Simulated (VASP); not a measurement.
# CdS (Fm-3m) in VASP: notebook

CdS is run at these levels: r2SCAN; tasks: relaxation of cell and atoms.

Everything below comes from runs of VASP 6.6.1. Logs are shortened: lines on timing, memory, paths and dates and some standing lists are left out, and cuts for length are marked.

### 1 The cell of the first run

The structure is cubic, space group Fm-3m (No. 225). The conventional cell has a = 5.454 Å, b = 5.454 Å, c = 5.454 Å, α = 90.00°, β = 90.00°, γ = 90.00°. Cd (site symmetry m-3m) has 6 S at 2.73 Å within 3.6 Å. S (site symmetry m-3m) has 6 Cd at 2.73 Å within 3.6 Å.

### 2 Relaxation of cell and atoms, r2SCAN, target pressure 7 GPa, at which the enthalpy is minimised

Contents of POSCAR:

```
CdS
1.0
    2.7268809904      2.7268809904      0.0000000000
   -2.7268809904      2.7268809904      0.0000000000
    0.0000000000      2.7268809904      2.7268809904
Cd S
1 1
Direct
    0.0000000000      0.0000000000      0.0000000000
    0.5000000000      0.5000000000      0.0000000000
```

Contents of INCAR.step1:

```
  ALGO = Normal
  EDIFF = 1E-4
  ENCUT = 600
  GGA = PE
  ISMEAR = 0
  LASPH = T
  LCHARG = F
  LREAL = F
  LWAVE = T
  NELM = 100
  PREC = Accurate
  SIGMA = 0.01
```

Contents of INCAR.step2:

```
  ALGO = Normal
  EDIFF = 1E-6
  EDIFFG = -0.002
  ENCUT = 600
  IBRION = 2
  ISIF = 3
  ISMEAR = 0
  ISTART = 1
  LASPH = T
  LCHARG = F
  LMIXTAU = T
  LREAL = F
  LWAVE = F
  METAGGA = R2SCAN
  NELM = 100
  NSW = 100
  PREC = Accurate
  PSTRESS = 70.0
  SIGMA = 0.01
```

Contents of KPOINTS:

```
k-points
0
Gamma
  8 8 8
```

Potentials or basis: VASP PAW PBE potentials, release 64 (Cd, S).

On the command line:

```
cat potpaw_PBE.64/Cd/POTCAR potpaw_PBE.64/S/POTCAR > POTCAR
cp INCAR.step1 INCAR
mpirun -np 1 vasp_std > vasp.out
cp INCAR.step2 INCAR
mpirun -np 1 vasp_std > vasp.out
```

OUTCAR:

```text
EDIFF = 1E-6
   EDIFFG = -0.002
   ENCUT = 600
   IBRION = 2
   ISIF = 3
   ISMEAR = 0
   ISTART = 1
   LASPH = T
   LREAL = F
   METAGGA = R2SCAN
   NELM = 100
   NSW = 100
   PREC = Accurate
   PSTRESS = 70.0

 ion  position               nearest neighbor table
   1  0.000  0.000  0.000-   2 2.73   2 2.73   2 2.73   2 2.73   2 2.73   2 2.73
   2  0.500  0.500  0.000-   1 2.73   1 2.73   1 2.73   1 2.73   1 2.73   1 2.73

  LATTYP: Found a face centered cubic cell.
 ALAT       =     5.4537619808

  Lattice vectors:

 A1 = (   0.0000000000,   2.7268809904,   2.7268809904)
 A2 = (   2.7268809904,   0.0000000000,   2.7268809904)
 A3 = (   2.7268809904,   2.7268809904,   0.0000000000)

Analysis of symmetry for initial positions (statically):
=====================================================================
 Subroutine PRICEL returns:
 Original cell was already a primitive cell.

 Routine SETGRP: Setting up the symmetry group for a
 face centered cubic supercell.

 Subroutine GETGRP returns: Found 48 space group operations
 (whereof 48 operations were pure point group operations)
 out of a pool of 48 trial point group operations.

The static configuration has the point symmetry O_h .

Analysis of symmetry for dynamics (positions and initial velocities):
=====================================================================
 Subroutine PRICEL returns:
 Original cell was already a primitive cell.

 Routine SETGRP: Setting up the symmetry group for a
 face centered cubic supercell.

 Subroutine GETGRP returns: Found 48 space group operations
 (whereof 48 operations were pure point group operations)
 out of a pool of 48 trial point group operations.

The dynamic configuration has the point symmetry O_h .

 Subroutine INISYM returns: Found 48 space group operations
 (whereof 48 operations are pure point group operations),
 and found     1 'primitive' translations

----------------------------------------------------------------------------------------

                                     Primitive cell

  volume of cell :      40.5535

  direct lattice vectors                    reciprocal lattice vectors
     2.726880990  2.726880990  0.000000000     0.183359671  0.183359671 -0.183359671
    -2.726880990  2.726880990  0.000000000    -0.183359671  0.183359671 -0.183359671
     0.000000000  2.726880990  2.726880990     0.000000000  0.000000000  0.366719341

  length of vectors
     3.856392080  3.856392080  3.856392080     0.317588265  0.317588265  0.366719341

  position of ions in fractional coordinates (direct lattice)
     0.000000000  0.000000000  0.000000000
     0.500000000  0.500000000  0.000000000

  ion indices of the primitive-cell ions
   primitive index   ion index
                 1           1
                 2           2

----------------------------------------------------------------------------------------

 KPOINTS: k-points

Automatic generation of k-mesh.
 Grid dimensions read from file:
 generate k-points for:    8    8    8

 Generating k-lattice:

  Cartesian coordinates                     Fractional coordinates (reciprocal lattice)
     0.022919959  0.022919959 -0.022919959     0.125000000  0.000000000  0.000000000
    -0.022919959  0.022919959 -0.022919959     0.000000000  0.125000000  0.000000000
     0.000000000  0.000000000  0.045839918     0.000000000  0.000000000  0.125000000

  Length of vectors
     0.039698533  0.039698533  0.045839918

  Shift w.r.t. Gamma in fractional coordinates (k-lattice)
     0.000000000  0.000000000  0.000000000

 Subroutine IBZKPT returns following result:
 ===========================================

 Found     29 irreducible k-points:

 Following reciprocal coordinates:
            Coordinates               Weight
  0.000000  0.000000  0.000000      1.000000
  0.125000  0.000000  0.000000      8.000000
  0.250000  0.000000  0.000000      8.000000
  0.375000  0.000000  0.000000      8.000000
  0.500000  0.000000  0.000000      4.000000
  0.125000  0.125000  0.000000     12.000000
[... 16 lines left out ...]
  0.375000  0.250000  0.125000     48.000000
  0.500000  0.250000  0.125000     24.000000
 [... further k-points ...]
   k-points           NKPTS =     29   k-points in BZ     NKDIM =     29   number of bands    NBANDS=     13
   number of dos      NEDOS =    301   number of ions     NIONS =      2
   total plane-waves  NPLWV =  32768
   dimension x,y,z NGX =    32 NGY =   32 NGZ =   32
   dimension x,y,z NGXF=    64 NGYF=   64 NGZF=   64
   ions per type =               1   1
   NGX,Y,Z   is equivalent  to a cutoff of  13.79, 13.79, 13.79 a.u.
   NGXF,Y,Z  is equivalent  to a cutoff of  27.59, 27.59, 27.59 a.u.
 SYSTEM =  unknown system
   PREC   = accura    normal or accurate (medium, high low for compatibility)
   ISTART =      1    job   : 0-new  1-cont  2-samecut
   ICHARG =      0    charge: 1-file 2-atom 10-const
   ISPIN  =      1    spin polarized calculation?
   LNONCOLLINEAR =      F non collinear calculations
   LSORBIT =      F    spin-orbit coupling
   LASPH  =      T    aspherical Exc in radial PAW
   ENCUT  =  600.0 eV  44.10 Ry    6.64 a.u.   7.70  7.70  7.70*2*pi/ulx,y,z
   NELM   =    100;   NELMIN=  2; NELMDL=  0     # of ELM steps
   EDIFF  = 0.1E-05   stopping-criterion for ELM
   LREAL  =      F    real-space projection
   EDIFFG = -.2E-02   stopping-criterion for IOM
   NSW    =    100    number of steps for IOM
   IBRION =      2    ionic relax: 0-MD 1-quasi-New 2-CG
   NFREE  =      1    steps in history (QN), initial steepest desc. (CG)
   ISIF   =      3    stress and relaxation
   ISYM   =      2    0-nonsym 1-usesym 2-fastsym
   POTIM  = 0.5000    time-step for ionic-motion
   TEBEG  =    0.0;   TEEND  =   0.0 temperature during run
   PSTRESS=   70.0 pullay stress
   NELECT =      18.0000    total number of electrons
   NUPDOWN=      -1.0000    fix difference up-down
   EMIN   =  10.00;   EMAX   =-10.00  energy-range for DOS
   EFERMI =   0.00;   METHOD = LEGACY
   ISMEAR =     0;   SIGMA  =   0.01  broadening in eV -4-tet -1-fermi 0-gaus
   EFERMI_NEDOS =   21; number of points for ismear=-14 and -15
   IALGO  =     38    algorithm
   IMIX   =      4    mixing-type and parameters
     AMIX     =   0.40;   BMIX     =  1.00
     AMIX_MAG =   1.60;   BMIX_MAG =  1.00
  volume/ion in A,a.u.               =      20.28       136.83
  Fermi-wavevector in a.u.,A,eV,Ry     =   1.248790  2.359871 21.217972  1.559477
  Thomas-Fermi vector in A             =   2.382861
   LORBIT       =      0    0 simple, 1 ext, 2 COOP (PROOUT), +10 PAW based schemes
   METAGGA = R2SCAN    functional components
   LHFCALC =     F    Hartree Fock is set to
   AEXX    =    0.0000 exact exchange contribution
   IVDW    =     0    specifies the selected vdW correction
   LEPSILON=     F    determine dielectric tensor
   LRPA    =     F    only Hartree local field effects (RPA)
 conjugate gradient relaxation of ions
 non-spin polarized calculation
 Gauss-broadening in eV      SIGMA  =   0.01
  energy-cutoff  :      600.00
  volume of cell :       40.55
 maximum number of plane-waves:      1366
   NGX = 15   NGY = 15   NGZ = 15

--------------------------------------- Ionic step        1  -------------------------------------------

 number of electron      17.9999998 magnetization

 Free energy of the ion-electron system (eV)
  ---------------------------------------------------
  ext. energy  EPLUGINS =         0.00000000
  ---------------------------------------------------
  free energy    TOTEN  =       -29.52457781 eV

  energy without entropy =      -29.52457781  energy(sigma->0) =      -29.52457781

------------------------ aborting loop because EDIFF is reached ----------------------------------------

  FORCE on cell =-STRESS in cart. coord.  units (eV):
  Direction    XX          YY          ZZ          XY          YZ          ZX
  --------------------------------------------------------------------------------------
  -------------------------------------------------------------------------------------
  Total        0.1074699      0.1074699      0.1074699      0.0000000      0.0000000      0.0000000
  in kB        4.2458931      4.2458931      4.2458931      0.0000000      0.0000000      0.0000000
  external PRESSURE =     -65.7541069 kB  Pullay stress =      70.0000000 kB
[... 175 lines left out ...]
  enthalpy is  TOTEN    =       -27.8097952295 eV   P V=        1.6587596892

--------------------------------------- Ionic step        6  -------------------------------------------

 number of electron      18.0000002 magnetization

 Free energy of the ion-electron system (eV)
  ---------------------------------------------------
  ext. energy  EPLUGINS =         0.00000000
  ---------------------------------------------------
  free energy    TOTEN  =       -29.46732200 eV

  energy without entropy =      -29.46732200  energy(sigma->0) =      -29.46732200

 E-fermi :   3.5477     XC(G=0): -11.3656

 val. band max:        3.4543600859   @ k =   0.5000   0.0000   0.0000
 cond. band min:       4.1738865704   @ k =   0.5000   0.5000   0.0000
 fundamental gap:      0.7195264845
 Fermi energy:         3.5476822584

 k-point     1 :       0.0000    0.0000    0.0000
  band No.  band energies     occupation
      1     -10.4087      2.00000
      2      -4.5725      2.00000
      3      -4.5725      2.00000
      4      -4.5685      2.00000
      5      -4.5685      2.00000
      6      -4.5685      2.00000
      7       2.5223      2.00000
      8       2.5223      2.00000
      9       2.5223      2.00000
     10       5.3810      0.00000
     11      13.1898      0.00000
     12      13.1898      0.00000
     13      13.1898      0.00000
[... 353 lines left out ...]
 k-point    24 :       0.5000    0.2500    0.1250
  band No.  band energies     occupation
      1      -9.1219      2.00000
      2      -4.8861      2.00000
      3      -4.7243      2.00000
      4      -4.6582      2.00000
      5      -4.3041      2.00000
      6      -4.1905      2.00000
      7      -1.4288      2.00000
      8       1.4082      2.00000
      9       2.3837      2.00000
     10       8.0695      0.00000
     11       9.1362      0.00000
     12      11.5853      0.00000
     13      12.4539      0.00000

 [... further k-points ...]

------------------------ aborting loop because EDIFF is reached ----------------------------------------

  FORCE on cell =-STRESS in cart. coord.  units (eV):
  Direction    XX          YY          ZZ          XY          YZ          ZX
  --------------------------------------------------------------------------------------
  -------------------------------------------------------------------------------------
  Total        1.6579838      1.6579838      1.6579838     -0.0000000      0.0000000     -0.0000000
  in kB       70.0196511     70.0196511     70.0196511     -0.0000000      0.0000000     -0.0000000
  external PRESSURE =       0.0196511 kB  Pullay stress =      70.0000000 kB
[... 17 lines left out ...]
  FREE ENERGIE OF THE ION-ELECTRON SYSTEM (eV)
  ---------------------------------------------------
  free  energy   TOTEN  =       -29.4673220043 eV

  energy  without entropy=      -29.4673220043  energy(sigma->0) =      -29.46732200

  enthalpy is  TOTEN    =       -27.8098034903 eV   P V=        1.6575185140

 reached required accuracy - stopping structural energy minimisation
```

It took 4.9 min on 1 thread of Intel Xeon Platinum 8259CL at 2.50GHz (Skylake/Cascade Lake), shared host; peak memory 0.21 GiB.

What came out:

| Quantity | Value |
| --- | --- |
| Free energy | -29.4673 eV |
| Relaxed volume | 18.97 Å³/atom |
| Relaxed cell | a = 3.772 Å, b = 3.772 Å, c = 3.772 Å, α = 60.00°, β = 60.00°, γ = 90.00° |
| Space group after relaxing (to 0.1 Å) | Fm-3m (No. 225) |
| Energy change on relaxing (the run minimises the enthalpy) | +28.6 meV/atom |
| Ionic steps | 6 |
| Pressure after relaxing | 7.0 GPa |
| Band gap on the k mesh | 0.72 eV (least direct gap 2.86 eV) |

The path:
| step | energy change (eV) | largest force (eV/Å) | pressure (GPa) | volume (Å³) |
| --- | --- | --- | --- | --- |
| 1 | 0.0000 | 0.0000 | 0.42 | 40.55 |
| 2 | 0.1924 | 0.0000 | 14.23 | 35.86 |
| 3 | 0.0565 | 0.0000 | 6.94 | 37.95 |
| 4 | 0.0588 | 0.0000 | 7.11 | 37.90 |
| 5 | 0.0560 | 0.0000 | 6.91 | 37.97 |
| 6 | 0.0573 | 0.0000 | 7.00 | 37.94 |

Final structure:
```
Cd S
1.0
     2.66694    2.66694    0.00000
    -2.66694    2.66694    0.00000
     0.00000    2.66694    2.66694
Cd S
1 1
Direct
  0.00000 0.00000 0.00000
  0.50000 0.50000 0.00000
```

Levels at points of the mesh, in eV from the valence-band top:
```
           k point  band 7  band 8  band 9  band 10  band 11  band 12
(0.00, 0.00, 0.00)   -0.93   -0.93   -0.93     1.93     9.74     9.74
(0.50, 0.00, 0.00)   -5.26    0.00    0.00     3.99     6.40     6.40
(0.50, 0.50, 0.00)   -4.84   -2.50   -2.50     0.72     6.31    11.26
```

Caveat: the cell is relaxed towards a set pressure, so the run minimises the enthalpy, not the energy; the PAW data sets were made with another functional, which shifts forces and pressure a little.

### 3 Relaxation of cell and atoms, r2SCAN, target pressure 10 GPa, at which the enthalpy is minimised

POSCAR is that of step 2.

Contents of INCAR.step1:

```
SYSTEM = CdS
PREC = Accurate
ENCUT = 600
ISMEAR = 0
SIGMA = 0.01
LREAL = .False.
LASPH = .True.
NELM = 100
GGA = PE
ALGO = Normal
EDIFF = 1E-4
LWAVE = .True.
LCHARG = .False.
```

Contents of INCAR.step2:

```
SYSTEM = CdS
PREC = Accurate
ENCUT = 600
EDIFF = 1E-6
ISMEAR = 0
SIGMA = 0.01
LREAL = .False.
LASPH = .True.
NELM = 100
ALGO = Normal
ISIF = 3
LWAVE = .False.
LCHARG = .False.
METAGGA = R2SCAN
LMIXTAU = .True.
IBRION = 2
NSW = 100
EDIFFG = -0.002
PSTRESS = 100.0
ISTART = 1
```

Contents of KPOINTS:

```
Automatic mesh
0
Gamma
  8 8 8
  0 0 0
```

Potentials or basis: VASP PAW PBE potentials, release 64 (Cd, S).

On the command line:

```
cat potpaw_PBE.64/Cd/POTCAR potpaw_PBE.64/S/POTCAR > POTCAR
cp INCAR.step1 INCAR
mpirun -np 1 vasp_std > vasp.out
cp INCAR.step2 INCAR
mpirun -np 1 vasp_std > vasp.out
```

It took 3.5 min on 1 thread of Intel Xeon Platinum 8259CL at 2.50GHz (Skylake/Cascade Lake), shared host; peak memory 0.21 GiB.

It converged, with:

- Free energy: -29.4178 eV
- Relaxed volume: 18.50 Å³/atom
- Relaxed cell: a = 3.740 Å, b = 3.740 Å, c = 3.740 Å, α = 60.00°, β = 60.00°, γ = 90.00°
- Space group after relaxing (to 0.1 Å): Fm-3m (No. 225)
- Energy change on relaxing (the run minimises the enthalpy): +53.4 meV/atom
- Ionic steps: 6
- Pressure after relaxing: 10.0 GPa
- Band gap on the k mesh: 0.71 eV (least direct gap 3.06 eV)

The path:
```tsv
step	energy change (eV)	largest force (eV/Å)	pressure (GPa)	volume (Å³)
1	0.0000	0.0000	0.42	40.55
2	0.4273	0.0000	23.61	33.85
3	0.1035	0.0000	9.83	37.05
4	0.1078	0.0000	10.06	36.98
5	0.1055	0.0000	9.92	37.02
6	0.1068	0.0000	9.98	37.00
```

Final structure:
```xyz
2
Lattice="2.6448 2.6448 0.0000 -2.6448 2.6448 0.0000 0.0000 2.6448 2.6448" Properties=species:S:1:pos:R:3 pbc="T T T"
Cd   -2.6448    2.6448    0.0000
S     0.0000    2.6448    0.0000
```

Levels at points of the mesh, in eV from the valence-band top:
```tsv
k point	band 5	band 6	band 7	band 8	band 9	band 10	band 11	band 12	band 13
(0.00, 0.00, 0.00)	-8.10	-8.10	-1.00	-1.00	-1.00	2.06	9.73	9.73	9.73
(0.50, 0.00, 0.00)	-7.83	-7.83	-5.39	0.00	0.00	3.96	6.36	6.36	8.45
(0.50, 0.50, 0.00)	-7.74	-6.80	-5.04	-2.63	-2.63	0.71	6.27	11.45	13.03
```

Caveat: the cell is relaxed towards a set pressure, so the run minimises the enthalpy, not the energy; the PAW data sets were made with another functional, which shifts forces and pressure a little. A k mesh can miss the band edges.

### 4 Relaxation of cell and atoms, r2SCAN, target pressure 15 GPa, at which the enthalpy is minimised

POSCAR is that of step 3.

Contents of INCAR.step1:

```
PREC = Accurate ; ENCUT = 600
ISMEAR = 0 ; SIGMA = 0.01
LREAL = F ; LASPH = T
NELM = 80 ; GGA = PE
ALGO = Normal ; EDIFF = 1E-4
LWAVE = T ; LCHARG = F
```

Contents of INCAR.step2:

```
PREC = Accurate ; ENCUT = 600
EDIFF = 1E-6 ; ISMEAR = 0
SIGMA = 0.01 ; LREAL = F
LASPH = T ; NELM = 80
ALGO = Normal ; ISIF = 3
LWAVE = F ; LCHARG = F
METAGGA = R2SCAN ; LMIXTAU = T
IBRION = 2 ; NSW = 100
EDIFFG = -0.002 ; PSTRESS = 150.0
ISTART = 1
```

Contents of KPOINTS:

```
Automatic mesh
0
Gamma
  8 8 8
```

On the command line:

```
cat potpaw_PBE.64/Cd/POTCAR potpaw_PBE.64/S/POTCAR > POTCAR
cp INCAR.step1 INCAR
mpirun -np 1 vasp_std > vasp.out
cp INCAR.step2 INCAR
mpirun -np 1 vasp_std > vasp.out
```

Wall time 3.9 min (1 thread of Intel Xeon Platinum 8259CL at 2.50GHz (Skylake/Cascade Lake), shared host); peak memory 0.21 GiB.

It converged, with:

```
Free energy                                                : -29.3148 eV
Relaxed volume                                             : 17.84 Å³/atom
Relaxed cell                                               : a = 3.695 Å, b = 3.695 Å, c = 3.695 Å, α = 60.00°, β = 60.00°, γ = 90.00°
Space group after relaxing (to 0.1 Å)                      : Fm-3m (No. 225)
Energy change on relaxing (the run minimises the enthalpy) : +104.9 meV/atom
Ionic steps                                                : 7
Pressure after relaxing                                    : 15.0 GPa
Band gap on the k mesh                                     : 0.68 eV (least direct gap 3.37 eV)
```

The path:
```tsv
step	energy change (eV)	largest force (eV/Å)	pressure (GPa)	volume (Å³)
1	0.0000	0.0000	0.42	40.55
2	1.0966	0.0000	45.44	30.66
3	0.1957	0.0000	14.38	35.83
4	0.2072	0.0000	14.89	35.70
5	0.2159	0.0000	15.28	35.61
6	0.2023	0.0000	14.66	35.75
7	0.2098	0.0000	15.01	35.67
```

Final structure:
```cif
data_structure
_symmetry_space_group_name_H-M 'P 1'
_symmetry_Int_Tables_number 1
_cell_length_a 3.6950
_cell_length_b 3.6950
_cell_length_c 3.6950
_cell_angle_alpha 60.000
_cell_angle_beta 60.000
_cell_angle_gamma 90.000
_cell_volume 35.67
loop_
_atom_site_label
_atom_site_type_symbol
_atom_site_fract_x
_atom_site_fract_y
_atom_site_fract_z
_atom_site_occupancy
Cd1 Cd 0.00000 0.00000 0.00000 1
S1 S 0.50000 0.50000 0.00000 1
```

Levels at points of the mesh, in eV from the valence-band top:
```
           k point  band 7  band 8  band 9  band 10  band 11  band 12
(0.00, 0.00, 0.00)   -1.11   -1.11   -1.11     2.26     9.72     9.72
(0.50, 0.00, 0.00)   -5.58    0.00    0.00     3.90     6.31     6.31
(0.50, 0.50, 0.00)   -5.34   -2.82   -2.82     0.68     6.20    11.71
```

Caveat: the cell is relaxed towards a set pressure, so the run minimises the enthalpy, not the energy; the PAW data sets were made with another functional, which shifts forces and pressure a little. A k mesh can miss the band edges.

### 5 Summary

| cell | gap on the mesh (eV) | pressure (GPa) |
| --- | --- | --- |
| relaxed to 7 GPa | 0.72 | 7.0 |
| relaxed to 10 GPa | 0.71 | 10.0 |
| relaxed to 15 GPa | 0.68 | 15.0 |

Alike in all rows: task relaxation of cell and atoms; level r2SCAN; potentials or basis VASP PAW PBE potentials, release 64 (Cd, S); no spin polarisation; k mesh 8 × 8 × 8; cutoff (eV) 600; smearing gaussian 0.01 eV.

Caveats: the cell is relaxed towards a set pressure, so the run minimises the enthalpy, not the energy; the PAW data sets were made with another functional, which shifts forces and pressure a little.

Absolute energies hang on the potentials; compare differences alone.
